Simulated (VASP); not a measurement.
# TiSe2 in VASP: further runs

Aim: see how the results for TiSe2 move with the level of theory and the settings. Levels: PBE+D3(BJ), HSE06. Tasks: band structure.

Everything below comes from runs of VASP 6.6.1. Logs are shortened: lines on timing, memory, paths and dates and some standing lists are left out, and cuts for length are marked.

### 1 The cell of the first run

The cell holds a slab with vacuum, 9 atoms: a = 3.478 Å, b = 3.478 Å, c = 33.072 Å, α = 90.00°, β = 90.00°, γ = 120.00°.

### 2 Band structure, PBE+D3(BJ)

Contents of INCAR:

```
PREC = Accurate
ENCUT = 520
EDIFF = 1E-6
ISMEAR = 0
SIGMA = 0.03
LREAL = False
LASPH = True
NELM = 80
ALGO = Normal
ISIF = 2
LWAVE = False
LCHARG = False
LMAXMIX = 4
LDIPOL = True
IDIPOL = 3
DIPOL = 0.5 0.5 0.500
GGA = PE
IVDW = 12
NBANDS = 46
LVHAR = True
LVACPOTAV = True
KPAR = 4
```

Contents of KPOINTS:

```
regular mesh
0
Gamma
  6 6 1
```

Contents of POSCAR:

```
TiSe2                                   
1.0
    3.4779003157      0.0000000000      0.0000000000
   -1.7389501579      3.0119500274      0.0000000000
    0.0000000000      0.0000000000     33.0724416000
  Se              Ti            
     6     3
Direct
     0.6666666699999979    0.3333333300000021    0.2735084984591098
     0.3333333300000021    0.6666666699999979    0.3681554178681544
     0.6666666699999979    0.3333333300000021    0.4528888573112549
     0.3333333300000021    0.6666666699999979    0.5471111426887449
     0.6666666699999979    0.3333333300000021    0.6318445821318457
     0.3333333300000021    0.6666666699999979    0.7264915015408903
     1.0000000000000000    1.0000000000000000    0.3211478460619794
     1.0000000000000000    0.0000000000000000    0.5000000000000000
     1.0000000000000000    0.0000000000000000    0.6788521539380206
```

Contents of KPOINTS_OPT:

```
explicit points
3
Reciprocal
 0.0000000000  0.0000000000  0.0000000000 1
 0.5000000000  0.0000000000  0.0000000000 1
 0.3333333300  0.3333333300  0.0000000000 1
```

Potentials or basis: VASP PAW PBE potentials, release 64 (Se, Ti_sv).

Command:

```
> cat potpaw_PBE.64/Se/POTCAR potpaw_PBE.64/Ti_sv/POTCAR > POTCAR
> mpirun -np 4 vasp_std > vasp.out
```

OUTCAR:

```text
PREC = Accurate
   ENCUT = 520
   EDIFF = 1E-6
   ISMEAR = 0
   LREAL = False
   LASPH = True
   NELM = 80
   ISIF = 2
   GGA = PE
   IVDW = 12
 IVDW          = 12

 ion  position               nearest neighbor table
   1  0.667  0.333  0.274-   7 2.55   7 2.55   7 2.55
   2  0.333  0.667  0.368-   7 2.54   7 2.54   7 2.54
   3  0.667  0.333  0.453-   8 2.54   8 2.54   8 2.54
   4  0.333  0.667  0.547-   8 2.54   8 2.54   8 2.54
   5  0.667  0.333  0.632-   9 2.54   9 2.54   9 2.54
   6  0.333  0.667  0.726-   9 2.55   9 2.55   9 2.55
   7  0.000  0.000  0.321-   2 2.54   2 2.54   2 2.54   1 2.55   1 2.55   1 2.55
   8  0.000  0.000  0.500-   3 2.54   4 2.54   3 2.54   4 2.54   3 2.54   4 2.54
   9  0.000  0.000  0.679-   5 2.54   5 2.54   5 2.54   6 2.55   6 2.55   6 2.55

  LATTYP: Found a hexagonal cell.
 ALAT       =     3.4779003157
 C/A-ratio  =     9.5093126881

  Lattice vectors:

 A1 = (   3.4779003157,   0.0000000000,   0.0000000000)
 A2 = (  -1.7389501579,   3.0119500274,   0.0000000000)
 A3 = (   0.0000000000,   0.0000000000,  33.0724416000)

Analysis of symmetry for initial positions (statically):
=====================================================================
 Subroutine PRICEL returns:
 Original cell was already a primitive cell.

 Routine SETGRP: Setting up the symmetry group for a
 hexagonal supercell.

 Subroutine GETGRP returns: Found 12 space group operations
 (whereof 12 operations were pure point group operations)
 out of a pool of 24 trial point group operations.

The static configuration has the point symmetry D_3d.

Analysis of symmetry for dynamics (positions and initial velocities):
=====================================================================
 Subroutine PRICEL returns:
 Original cell was already a primitive cell.

 Routine SETGRP: Setting up the symmetry group for a
 hexagonal supercell.

 Subroutine GETGRP returns: Found 12 space group operations
 (whereof 12 operations were pure point group operations)
 out of a pool of 24 trial point group operations.

The dynamic configuration has the point symmetry D_3d.

 Subroutine INISYM returns: Found 12 space group operations
 (whereof 12 operations are pure point group operations),
 and found     1 'primitive' translations

----------------------------------------------------------------------------------------

                                     Primitive cell

  volume of cell :     346.4425

  direct lattice vectors                    reciprocal lattice vectors
     3.477900316  0.000000000  0.000000000     0.287529805  0.166005410  0.000000000
[... 98 lines left out ...]
   EFERMI_NEDOS =   21; number of points for ismear=-14 and -15
   IALGO  =     38    algorithm
   IMIX   =      4    mixing-type and parameters
     AMIX     =   0.40;   BMIX     =  1.00
     AMIX_MAG =   1.60;   BMIX_MAG =  1.00
  volume/ion in A,a.u.               =      38.49       259.77
  Fermi-wavevector in a.u.,A,eV,Ry     =   0.969710  1.832486 12.794072  0.940338
  Thomas-Fermi vector in A             =   2.099785
   LORBIT       =      0    0 simple, 1 ext, 2 COOP (PROOUT), +10 PAW based schemes
   GGA     = PE    functional components
   LHFCALC =     F    Hartree Fock is set to
   AEXX    =    0.0000 exact exchange contribution
   IVDW    =    12    specifies the selected vdW correction
   LEPSILON=     F    determine dielectric tensor
   LRPA    =     F    only Hartree local field effects (RPA)
 non-spin polarized calculation
 Gauss-broadening in eV      SIGMA  =   0.03
  energy-cutoff  :      520.00
  volume of cell :      346.44
 maximum number of plane-waves:      9435
 NGX is ok and might be reduce to    28
   NGX = 13   NGY = 13   NGZ =123

 dipolmoment           0.000000      0.000000     -0.000000 electrons x Angstroem

 number of electron      72.0000013 magnetization

 dipolmoment           0.000000      0.000000      0.000000 electrons x Angstroem

 Free energy of the ion-electron system (eV)
  ---------------------------------------------------
  ext. energy  EPLUGINS =         0.00000000
  ---------------------------------------------------
  free energy    TOTEN  =       -54.41938819 eV

  energy without entropy =      -54.41642969  energy(sigma->0) =      -54.41790894

 E-fermi :   0.3288     XC(G=0):  -5.8605

 val. band max:        0.3180304097   @ k =   0.5000  -0.0000   0.0000
 cond. band min:       0.3508895371   @ k =   0.3333   0.0000   0.0000
 fundamental gap:      0.0328591274
 Fermi energy:         0.3288006460

 k-point     1 :       0.0000    0.0000    0.0000
  band No.  band energies     occupation
      1     -57.1904      2.00000
      2     -57.1661      2.00000
      3     -57.1661      2.00000
      4     -33.4308      2.00000
      5     -33.4035      2.00000
      6     -33.4035      2.00000
[... 332 lines left out ...]
     45       2.0203      0.00000
     46       3.0877      0.00000

------------------------ aborting loop because EDIFF is reached ----------------------------------------

 Edisp (eV)   -3.58564

 E8    (eV) :    -1.5885

  FORCE on cell =-STRESS in cart. coord.  units (eV):
  Direction    XX          YY          ZZ          XY          YZ          ZX
  --------------------------------------------------------------------------------------
  -------------------------------------------------------------------------------------
  Total       0.03916     0.03916    -0.01967    -0.00000     0.00000     0.00000
  in kB       0.18109     0.18109    -0.09099    -0.00000     0.00000     0.00000
  external pressure =        0.09 kB  Pullay stress =        0.00 kB

 VOLUME and BASIS-vectors are now :
 -----------------------------------------------------------------------------
  energy-cutoff  :      520.00
  volume of cell :      346.44
      direct lattice vectors                 reciprocal lattice vectors
     3.477900316  0.000000000  0.000000000     0.287529805  0.166005410  0.000000000
    -1.738950158  3.011950027  0.000000000     0.000000000  0.332010821  0.000000000
     0.000000000  0.000000000 33.072441600     0.000000000  0.000000000  0.030236655

 POSITION                                       TOTAL-FORCE (eV/Angst)
 -----------------------------------------------------------------------------------
      1.73895      1.00398      9.04559        -0.000000      0.000000      0.011902
     -0.00000      2.00797     12.17580         0.000000     -0.000000     -0.034078
      1.73895      1.00398     14.97814        -0.000000      0.000000     -0.000566
     -0.00000      2.00797     18.09430        -0.000000     -0.000000      0.000566
      1.73895      1.00398     20.89664         0.000000      0.000000      0.034078
     -0.00000      2.00797     24.02685         0.000000     -0.000000     -0.011902
      0.00000      0.00000     10.62114        -0.000000      0.000000      0.009145
      0.00000      0.00000     16.53622        -0.000000      0.000000     -0.000000
      0.00000      0.00000     22.45130        -0.000000     -0.000000     -0.009145
 -----------------------------------------------------------------------------------
    total drift:                               -0.000000     -0.000000      0.000000

  FREE ENERGIE OF THE ION-ELECTRON SYSTEM (eV)
  ---------------------------------------------------
  free  energy   TOTEN  =       -58.0050328967 eV

  energy  without entropy=      -58.0020743940  energy(sigma->0) =      -58.00355365

 vacuum level on the upper side and lower side of the slab         5.695         5.695
```

stdout:

```text
POSCAR found type information on POSCAR SeTi
 POSCAR found :  2 types and       9 ions
 scaLAPACK will be used
 LDA part: xc-table for (Slater+PW92), standard interpolation
 POSCAR, INCAR and KPOINTS ok, starting setup
 FFT: planning ... GRIDC
 FFT: planning ... GRID_SOFT
 FFT: planning ... GRID
 WAVECAR not read
 entering main loop
 -----------------------------------------------------------------------------
|                                                                             |
|           W    W    AA    RRRRR   N    N  II  N    N   GGGG   !!!           |
|           W    W   A  A   R    R  NN   N  II  NN   N  G    G  !!!           |
|           W    W  A    A  R    R  N N  N  II  N N  N  G       !!!           |
|           W WW W  AAAAAA  RRRRR   N  N N  II  N  N N  G  GGG   !            |
|           WW  WW  A    A  R   R   N   NN  II  N   NN  G    G                |
|           W    W  A    A  R    R  N    N  II  N    N   GGGG   !!!           |
|                                                                             |
|     Did not find any points to average over, which means that no vacuum     |
|     field-free region was found. Please increase the size of  your cell     |
|     in the dimension of the dipole correction to obtain accurate            |
|     workfunction values.                                                    |
|                                                                             |
 -----------------------------------------------------------------------------

 Start KPOINTS_OPT (optional k-point list driver)
k-point batch [1-3\3]
```

It took 96 s on 4 MPI ranks of Intel Xeon 6975P-C (Granite Rapids), shared host; peak memory 0.49 GiB.

Results:

```
Free energy                : -58.0050 eV
Largest force              : 0.034 eV/Å
Band gap along the path    : zero within the smearing
Dispersion energy per atom : -0.398 eV
```

Forces in eV/Å, atoms in the order of the input:
```
Se   0.000  0.000  0.012
Se   0.000  0.000 -0.034
Se   0.000  0.000 -0.001
Se   0.000  0.000  0.001
Se   0.000  0.000  0.034
Se   0.000  0.000 -0.012
Ti   0.000  0.000  0.009
Ti   0.000  0.000  0.000
Ti   0.000  0.000 -0.009
```

### 3 Band structure, HSE06

POSCAR is that of step 2.

Contents of INCAR.step1:

```
PREC = Accurate
ENCUT = 520
EDIFF = 1E-5
ISMEAR = 0
SIGMA = 0.03
LREAL = False
LASPH = True
NELM = 80
ALGO = Normal
ISIF = 2
LWAVE = True
LCHARG = False
LMAXMIX = 4
LDIPOL = True
IDIPOL = 3
DIPOL = 0.5 0.5 0.500
NBANDS = 46
LVHAR = True
LVACPOTAV = True
KPAR = 4
GGA = PE
```

Contents of INCAR.step2:

```
PREC = Accurate
ENCUT = 520
EDIFF = 1E-6
ISMEAR = 0
SIGMA = 0.03
LREAL = False
LASPH = True
NELM = 80
ALGO = Normal
ISIF = 2
LWAVE = False
LCHARG = False
LMAXMIX = 4
LDIPOL = True
IDIPOL = 3
DIPOL = 0.5 0.5 0.500
GGA = PE
LHFCALC = True
HFSCREEN = 0.2
PRECFOCK = Fast
NBANDS = 46
LVHAR = True
LVACPOTAV = True
KPAR = 4
ISTART = 1
```

KPOINTS is that of step 2.

KPOINTS_OPT is that of step 2.

Potentials or basis: VASP PAW PBE potentials, release 64 (Se, Ti_sv).

Command:

```
> cat potpaw_PBE.64/Se/POTCAR potpaw_PBE.64/Ti_sv/POTCAR > POTCAR
> cp INCAR.step1 INCAR
> mpirun -np 4 vasp_std > vasp.out
> cp INCAR.step2 INCAR
> mpirun -np 4 vasp_std > vasp.out
```

Wall time 58 min (4 MPI ranks of Intel Xeon 6975P-C (Granite Rapids), shared host); peak memory 0.77 GiB.

The run converged. Its results:

```
Free energy             : -66.5306 eV
Largest force           : 0.452 eV/Å
Band gap along the path : zero within the smearing
```

Forces on the atoms (eV/Å):
```
Se   0.000  0.000  0.300
Se   0.000  0.000 -0.452
Se   0.000  0.000  0.436
Se   0.000  0.000 -0.436
Se   0.000  0.000  0.452
Se   0.000  0.000 -0.300
Ti   0.000  0.000 -0.121
Ti   0.000  0.000  0.000
Ti   0.000  0.000  0.121
```

Levels at points of the mesh, in eV from the Fermi level:
```tsv
k point	band 34	band 35	band 36	band 37	band 38	band 39
(0.00, 0.00, 0.00)	0.17	0.25	0.25	0.65	0.65	0.68
(0.50, 0.00, 0.00)	-1.95	-1.72	-1.57	-0.15	-0.01	0.07
```

Caveat: the PAW data sets were made with another functional, which shifts forces and pressure a little.
